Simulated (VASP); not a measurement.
# CoRu3 (P-6m2) in VASP: notebook

CoRu3 is run at these levels: PBE; tasks: single point, relaxation of cell and atoms.

All numbers are computed with VASP 6.6.1; they aren't measurements. Logs are shortened: lines on timing, memory, paths and dates and some standing lists are left out, and cuts for length are marked.

### Step 1. The cell of the first run

Symmetry: P-6m2, No. 187, hexagonal system. The conventional cell has a = 2.583 Å, b = 2.583 Å, c = 8.753 Å, α = 90.00°, β = 90.00°, γ = 120.00°. Within 3.4 Å of Co (site symmetry -6m2) lie 6 Co at 2.58 Å and 6 Ru at 2.65 Å. Ru (site symmetry -6m2) has 12 Ru at 2.58 to 2.65 Å within 3.4 Å. Ru (site symmetry 3m) has 9 Ru at 2.58 to 2.65 Å and 3 Co at 2.65 Å within 3.4 Å.

### Step 2. Single point, PBE, collinear spin, ferromagnetic start

Contents of INCAR:

```
PREC = Accurate
ENCUT = 520
EDIFF = 1E-6
ISMEAR = 0
SIGMA = 0.1
LREAL = False
LASPH = True
NELM = 150
ALGO = Normal
ISIF = 2
LWAVE = False
LCHARG = True
ISPIN = 2
MAGMOM = 3 0 0 0
LORBIT = 11
LMAXMIX = 4
GGA = PE
LELF = True
LVHAR = True
NBANDS = 38
```

Contents of KPOINTS:

```
regular mesh
0
Gamma
  6 6 2
```

Contents of POSCAR:

```
CoRu3
1.0
    2.5829527500      0.0000000000      0.0000000000
   -1.2914763800      2.2369027000      0.0000000000
    0.0000000000      0.0000000000      8.7531975700
Co Ru
1 3
Direct
    0.3333333300      0.6666666700      0.0000000000
    0.3333333300      0.6666666700      0.5000000000
    0.6666666700      0.3333333300      0.2500000000
    0.6666666700      0.3333333300      0.7500000000
```

Potentials or basis: VASP PAW PBE potentials, release 64 (Co, Ru_pv).

Started as:

```
$ cat potpaw_PBE.64/Co/POTCAR potpaw_PBE.64/Ru_pv/POTCAR > POTCAR
$ mpirun -np 1 vasp_std > vasp.out
```

OUTCAR:

```text
PREC = Accurate
   ENCUT = 520
   EDIFF = 1E-6
   ISMEAR = 0
   LREAL = False
   LASPH = True
   NELM = 150
   ISIF = 2
   ISPIN = 2
   LORBIT = 11
   GGA = PE

 ion  position               nearest neighbor table
   1  0.333  0.667  0.000-   3 2.65   4 2.65   3 2.65   4 2.65   3 2.65   4 2.65
   2  0.333  0.667  0.500-   3 2.65   4 2.65   3 2.65   4 2.65   3 2.65   4 2.65
   3  0.667  0.333  0.250-   1 2.65   2 2.65   1 2.65   2 2.65   1 2.65   2 2.65
   4  0.667  0.333  0.750-   1 2.65   2 2.65   1 2.65   2 2.65   1 2.65   2 2.65

  LATTYP: Found a hexagonal cell.
 ALAT       =     2.5829527500
 C/A-ratio  =     3.3888337950

  Lattice vectors:

 A1 = (   2.5829527500,   0.0000000000,   0.0000000000)
 A2 = (  -1.2914763800,   2.2369027000,   0.0000000000)
 A3 = (   0.0000000000,   0.0000000000,   8.7531975700)

Analysis of symmetry for initial positions (statically):
=====================================================================
 Subroutine PRICEL returns:
 Original cell was already a primitive cell.

 Routine SETGRP: Setting up the symmetry group for a
 hexagonal supercell.

 Subroutine GETGRP returns: Found 12 space group operations
 (whereof 12 operations were pure point group operations)
 out of a pool of 24 trial point group operations.

The static configuration has the point symmetry D_3h.

Analysis of symmetry for dynamics (positions and initial velocities):
=====================================================================
 Subroutine PRICEL returns:
 Original cell was already a primitive cell.

 Routine SETGRP: Setting up the symmetry group for a
 hexagonal supercell.

 Subroutine GETGRP returns: Found 12 space group operations
 (whereof 12 operations were pure point group operations)
 out of a pool of 24 trial point group operations.

The dynamic configuration has the point symmetry D_3h.

Analysis of structural, dynamic, and magnetic symmetry:
=====================================================================
 Subroutine PRICEL returns:
 Original cell was already a primitive cell.

 Routine SETGRP: Setting up the symmetry group for a
 hexagonal supercell.

 Subroutine GETGRP returns: Found 12 space group operations
 (whereof 12 operations were pure point group operations)
 out of a pool of 24 trial point group operations.

The overall configuration has the point symmetry D_3h.

 Subroutine INISYM returns: Found 12 space group operations
 (whereof 12 operations are pure point group operations),
 and found     1 'primitive' translations

----------------------------------------------------------------------------------------

                                     Primitive cell

  volume of cell :      50.5743

  direct lattice vectors                    reciprocal lattice vectors
     2.582952750  0.000000000  0.000000000     0.387153811  0.223523358  0.000000000
    -1.291476380  2.236902700  0.000000000     0.000000000  0.447046713  0.000000000
     0.000000000  0.000000000  8.753197570     0.000000000  0.000000000  0.114243965

  length of vectors
     2.582952750  2.582952754  8.753197570     0.447046714  0.447046713  0.114243965

  position of ions in fractional coordinates (direct lattice)
     0.333333330  0.666666670  0.000000000
     0.333333330  0.666666670  0.500000000
     0.666666670  0.333333330  0.250000000
     0.666666670  0.333333330  0.750000000

  ion indices of the primitive-cell ions
   primitive index   ion index
                 1           1
                 2           2
                 3           3
                 4           4

----------------------------------------------------------------------------------------

 KPOINTS: regular mesh

Automatic generation of k-mesh.
 Grid dimensions read from file:
 generate k-points for:    6    6    2

 Generating k-lattice:

  Cartesian coordinates                     Fractional coordinates (reciprocal lattice)
     0.064525635  0.037253893  0.000000000     0.166666667  0.000000000  0.000000000
     0.000000000  0.074507786  0.000000000     0.000000000  0.166666667  0.000000000
     0.000000000  0.000000000  0.057121983     0.000000000  0.000000000  0.500000000

  Length of vectors
     0.074507786  0.074507786  0.057121983

  Shift w.r.t. Gamma in fractional coordinates (k-lattice)
     0.000000000  0.000000000  0.000000000

 Subroutine IBZKPT returns following result:
 ===========================================

 Found     14 irreducible k-points:

 Following reciprocal coordinates:
            Coordinates               Weight
  0.000000  0.000000  0.000000      1.000000
  0.166667  0.000000  0.000000      6.000000
  0.333333  0.000000  0.000000      6.000000
  0.500000  0.000000  0.000000      3.000000
  0.166667  0.166667  0.000000      6.000000
  0.333333  0.166667  0.000000     12.000000
  0.333333  0.333333  0.000000      2.000000
  0.000000  0.000000  0.500000      1.000000
  0.166667  0.000000  0.500000      6.000000
  0.333333  0.000000  0.500000      6.000000
  0.500000  0.000000  0.500000      3.000000
  0.166667  0.166667  0.500000      6.000000
  0.333333  0.166667  0.500000     12.000000
  0.333333  0.333333  0.500000      2.000000
   k-points           NKPTS =     14   k-points in BZ     NKDIM =     14   number of bands    NBANDS=     38
   number of dos      NEDOS =    301   number of ions     NIONS =      4
   total plane-waves  NPLWV =  28000
   dimension x,y,z NGX =    20 NGY =   20 NGZ =   70
   dimension x,y,z NGXF=    40 NGYF=   40 NGZF=  140
   ions per type =               1   3
   NGX,Y,Z   is equivalent  to a cutoff of  12.87, 12.87, 13.29 a.u.
   NGXF,Y,Z  is equivalent  to a cutoff of  25.75, 25.75, 26.59 a.u.
 SYSTEM =  unknown system
   PREC   = accura    normal or accurate (medium, high low for compatibility)
   ISTART =      0    job   : 0-new  1-cont  2-samecut
   ICHARG =      2    charge: 1-file 2-atom 10-const
   ISPIN  =      2    spin polarized calculation?
   LNONCOLLINEAR =      F non collinear calculations
   LSORBIT =      F    spin-orbit coupling
   LASPH  =      T    aspherical Exc in radial PAW
   ENCUT  =  520.0 eV  38.22 Ry    6.18 a.u.   4.80  4.80 16.28*2*pi/ulx,y,z
   NELM   =    150;   NELMIN=  2; NELMDL= -5     # of ELM steps
   EDIFF  = 0.1E-05   stopping-criterion for ELM
   LREAL  =      F    real-space projection
   EDIFFG = 0.1E-04   stopping-criterion for IOM
   NSW    =      0    number of steps for IOM
   IBRION =     -1    ionic relax: 0-MD 1-quasi-New 2-CG
   NFREE  =      0    steps in history (QN), initial steepest desc. (CG)
   ISIF   =      2    stress and relaxation
   ISYM   =      2    0-nonsym 1-usesym 2-fastsym
   POTIM  = 0.5000    time-step for ionic-motion
   TEBEG  =    0.0;   TEEND  =   0.0 temperature during run
   PSTRESS=    0.0 pullay stress
   NELECT =      51.0000    total number of electrons
   NUPDOWN=      -1.0000    fix difference up-down
   EMIN   =  10.00;   EMAX   =-10.00  energy-range for DOS
   EFERMI =   0.00;   METHOD = LEGACY
   ISMEAR =     0;   SIGMA  =   0.10  broadening in eV -4-tet -1-fermi 0-gaus
   EFERMI_NEDOS =   21; number of points for ismear=-14 and -15
   IALGO  =     38    algorithm
   IMIX   =      4    mixing-type and parameters
     AMIX     =   0.40;   BMIX     =  1.00
     AMIX_MAG =   1.60;   BMIX_MAG =  1.00
  volume/ion in A,a.u.               =      12.64        85.32
  Fermi-wavevector in a.u.,A,eV,Ry     =   1.641679  3.102323 36.669177  2.695109
  Thomas-Fermi vector in A             =   2.732109
   LORBIT       =     11    0 simple, 1 ext, 2 COOP (PROOUT), +10 PAW based schemes
   GGA     = PE    functional components
   LHFCALC =     F    Hartree Fock is set to
   AEXX    =    0.0000 exact exchange contribution
   IVDW    =     0    specifies the selected vdW correction
   LEPSILON=     F    determine dielectric tensor
   LRPA    =     F    only Hartree local field effects (RPA)
 spin polarized calculation
 Gauss-broadening in eV      SIGMA  =   0.10
  energy-cutoff  :      520.00
  volume of cell :       50.57
 maximum number of plane-waves:      1384
 NGX is ok and might be reduce to    20
   NGX =  9   NGY =  9   NGZ = 33

 number of electron      51.0000000 magnetization       1.8307743

 Free energy of the ion-electron system (eV)
  ---------------------------------------------------
  ext. energy  EPLUGINS =         0.00000000
  ---------------------------------------------------
  free energy    TOTEN  =       -33.94893437 eV

  energy without entropy =      -33.93396268  energy(sigma->0) =      -33.94144853

 E-fermi :  12.8694     XC(G=0): -14.0726

 val. band max:       12.8193434214   @ k =   0.3333   0.0000   0.0000
 cond. band min:      12.8782455412   @ k =   0.1667   0.0000   0.0000
 fundamental gap:      0.0589021198
 Fermi energy:        12.8693981459

 spin component 1

 k-point     1 :       0.0000    0.0000    0.0000
  band No.  band energies     occupation
      1     -30.9556      1.00000
      2     -30.4555      1.00000
      3     -30.0696      1.00000
      4     -29.9952      1.00000
      5     -29.9952      1.00000
      6     -29.8894      1.00000
[... 29 lines left out ...]
     36      23.0145      0.00000
     37      23.0148      0.00000

 k-point     2 :       0.1667    0.0000    0.0000
  band No.  band energies     occupation
      1     -30.8748      1.00000
      2     -30.4814      1.00000
      3     -30.2372      1.00000
      4     -30.2157      1.00000
      5     -30.1465      1.00000
      6     -30.0739      1.00000
[... 29 lines left out ...]
     36      23.0144      0.00000
     37      23.0148      0.00000
[... 438 lines left out ...]
     36      23.0106      0.00000
     37      23.0141      0.00000

 k-point    14 :       0.3333    0.3333    0.5000
  band No.  band energies     occupation
      1     -30.8720      1.00000
      2     -30.8603      1.00000
      3     -30.8240      1.00000
      4     -30.6954      1.00000
      5     -30.6901      1.00000
      6     -30.6033      1.00000
[... 29 lines left out ...]
     36      22.9480      0.00000
     37      23.0133      0.00000
 Fermi energy:        12.8693981459

 spin component 2

 k-point     1 :       0.0000    0.0000    0.0000
  band No.  band energies     occupation
      1     -30.8958      1.00000
      2     -30.3680      1.00000
      3     -30.0007      1.00000
      4     -29.9449      1.00000
      5     -29.9449      1.00000
      6     -29.8138      1.00000
[... 29 lines left out ...]
     36      23.1497      0.00000
     37      23.1499      0.00000

 k-point     2 :       0.1667    0.0000    0.0000
  band No.  band energies     occupation
      1     -30.8156      1.00000
      2     -30.4060      1.00000
      3     -30.1713      1.00000
      4     -30.1393      1.00000
      5     -30.0792      1.00000
      6     -30.0224      1.00000
[... 29 lines left out ...]
     36      23.1496      0.00000
     37      23.1499      0.00000
[... 438 lines left out ...]
     36      23.1458      0.00000
     37      23.1495      0.00000

 k-point    14 :       0.3333    0.3333    0.5000
  band No.  band energies     occupation
      1     -30.8215      1.00000
      2     -30.8060      1.00000
      3     -30.7569      1.00000
      4     -30.6199      1.00000
      5     -30.6148      1.00000
      6     -30.5372      1.00000
[... 29 lines left out ...]
     36      23.0221      0.00000
     37      23.1488      0.00000
 [bands above 37 left out]

------------------------ aborting loop because EDIFF is reached ----------------------------------------

  FORCE on cell =-STRESS in cart. coord.  units (eV):
  Direction    XX          YY          ZZ          XY          YZ          ZX
  --------------------------------------------------------------------------------------
  -------------------------------------------------------------------------------------
  Total        9.2004126      9.2004126     -2.5022750     -0.0000000     -0.0000000      0.0000000
  in kB      291.4657983    291.4657987    -79.2711832     -0.0000007     -0.0000000      0.0000000
  external PRESSURE =     167.8868046 kB  Pullay stress =       0.0000000 kB

 VOLUME and BASIS-vectors are now :
 -----------------------------------------------------------------------------
  energy-cutoff  :      520.00
  volume of cell :       50.57
      direct lattice vectors                 reciprocal lattice vectors
     2.582952750  0.000000000  0.000000000     0.387153811  0.223523358  0.000000000
    -1.291476380  2.236902700  0.000000000     0.000000000  0.447046713  0.000000000
     0.000000000  0.000000000  8.753197570     0.000000000  0.000000000  0.114243965

 POSITION                                       TOTAL-FORCE (eV/Angst)
 -----------------------------------------------------------------------------------
     -0.00000      1.49127      0.00000         0.000000     -0.000000      0.000000
     -0.00000      1.49127      4.37660         0.000000     -0.000000      0.000000
      1.29148      0.74563      2.18830        -0.000000      0.000000     -0.391269
      1.29148      0.74563      6.56490        -0.000000      0.000000      0.391269
 -----------------------------------------------------------------------------------
    total drift:                               -0.000011      0.000007      0.000000

  FREE ENERGIE OF THE ION-ELECTRON SYSTEM (eV)
  ---------------------------------------------------
  free  energy   TOTEN  =       -33.9489343707 eV

  energy  without entropy=      -33.9339626836  energy(sigma->0) =      -33.94144853

 total charge

# of ion       s       p       d       tot
------------------------------------------
    1        0.454   0.475   7.222   8.151
    2        0.437   6.358   6.034  12.829
    3        0.429   6.336   6.002  12.766
    4        0.429   6.336   6.002  12.766
--------------------------------------------------
tot          1.749  19.505  25.259  46.513

 magnetization (x)

# of ion       s       p       d       tot
------------------------------------------
    1       -0.001  -0.007   1.620   1.613
    2       -0.002   0.001   0.053   0.052
    3       -0.002  -0.003   0.097   0.091
    4       -0.002  -0.003   0.097   0.091
--------------------------------------------------
tot         -0.008  -0.012   1.867   1.848
```

Wall time 1.7 min (1 thread of AMD EPYC 7R13, shared host); peak memory 0.18 GiB.

Results:

```
Free energy                                           : -33.9489 eV
Pressure                                              : 16.8 GPa
Largest force                                         : 0.391 eV/Å
Net moment                                            : 1.83 μB per cell
Site moments                                          : Co +1.61; Ru +0.05, +0.09 (each value once) μB
Valence electrons inside the program's atomic spheres : Co 8.15; Ru 12.83, 12.77 (each value once)
```

Forces in eV/Å, atoms in the order of the input:
```
Co   0.000  0.000  0.000
Ru   0.000  0.000  0.000
Ru   0.000  0.000 -0.391
Ru   0.000  0.000  0.391
```

Caveat: the k points lie up to 0.47 Å⁻¹ apart; an empty level that is flat over the whole mesh can mark a ghost state of the potentials, or a narrow d or f band.

### Step 3. Single point, PBE, collinear spin, ferromagnetic start

This run uses another cell than the first one, of 13.20 Å³/atom.

Contents of INCAR:

```
SYSTEM = CoRu3
PREC = Accurate
ENCUT = 520
EDIFF = 1E-7
ISMEAR = 0
SIGMA = 0.1
LREAL = .False.
LASPH = .True.
NELM = 150
ALGO = Fast
ISIF = 2
LWAVE = .False.
LCHARG = .False.
ISPIN = 2
MAGMOM = 3 0 0 0
LORBIT = 11
LMAXMIX = 4
GGA = PE
NBANDS = 38
```

Contents of KPOINTS:

```
regular mesh
0
Gamma
  6 6 2
  0 0 0
```

Contents of POSCAR:

```
CoRu3
1.0
    2.6952011721      0.0000000030      0.0000000000
   -1.3476005887      2.3341126819      0.0000000000
    0.0000000000      0.0000000000      8.3962086374
Co Ru
1 3
Direct
    0.3333333333      0.6666666667      0.0000000000
    0.3333333333      0.6666666667      0.5000000000
    0.6666666667      0.3333333333      0.2456591098
    0.6666666667      0.3333333333      0.7543408902
```

Potentials or basis: VASP PAW PBE potentials, release 64 (Co, Ru_pv).

Started as:

```
$ cat potpaw_PBE.64/Co/POTCAR potpaw_PBE.64/Ru_pv/POTCAR > POTCAR
$ mpirun -np 1 vasp_std > vasp.out
```

Run time: 2.1 min. Hardware: 1 thread of AMD EPYC 7R13, shared host; peak memory 0.17 GiB.

The run converged. Its results:

```
Free energy                                           : -34.3869 eV
Pressure                                              : -0.2 GPa
Net moment                                            : 1.63 μB per cell
Site moments                                          : Co +1.57; Ru -0.03, +0.06 (each value once) μB
Valence electrons inside the program's atomic spheres : Co 8.15; Ru 12.69, 12.65 (each value once)
```

Forces on the atoms (eV/Å):
```
Co   0.000  0.000  0.000
Ru   0.000  0.000  0.000
Ru   0.000  0.000  0.003
Ru   0.000  0.000 -0.003
```

Stress tensor (GPa, compression positive):
```
-0.14  0.00  0.00
 0.00 -0.14  0.00
 0.00  0.00 -0.39
```

Levels at points of the mesh, in eV from the Fermi level:
Spin up:
```
           k point  band 24  band 25  band 26  band 27  band 28  band 29
(0.00, 0.00, 0.00)    -2.15    -1.92    -1.92    -0.50    -0.50     0.32
(0.50, 0.00, 0.00)    -0.60     0.20     1.20     1.37     1.58     1.67
(0.00, 0.00, 0.50)    -1.55    -1.55    -0.93    -0.83    -0.83    -0.80
(0.50, 0.00, 0.50)    -0.20     0.19     0.75     1.39     1.39     1.58
```
Spin down:
```tsv
k point	band 22	band 23	band 24	band 25	band 26	band 27
(0.00, 0.00, 0.00)	-1.29	-1.29	-1.25	-1.10	-1.10	0.21
(0.50, 0.00, 0.00)	-0.85	0.10	0.36	0.62	1.38	1.49
(0.00, 0.00, 0.50)	-1.32	-1.32	-0.82	-0.62	-0.57	-0.57
(0.50, 0.00, 0.50)	0.31	0.45	0.51	0.55	0.85	1.42
```

Caveat: the k points lie up to 0.45 Å⁻¹ apart.

[end of part 1 of 2]
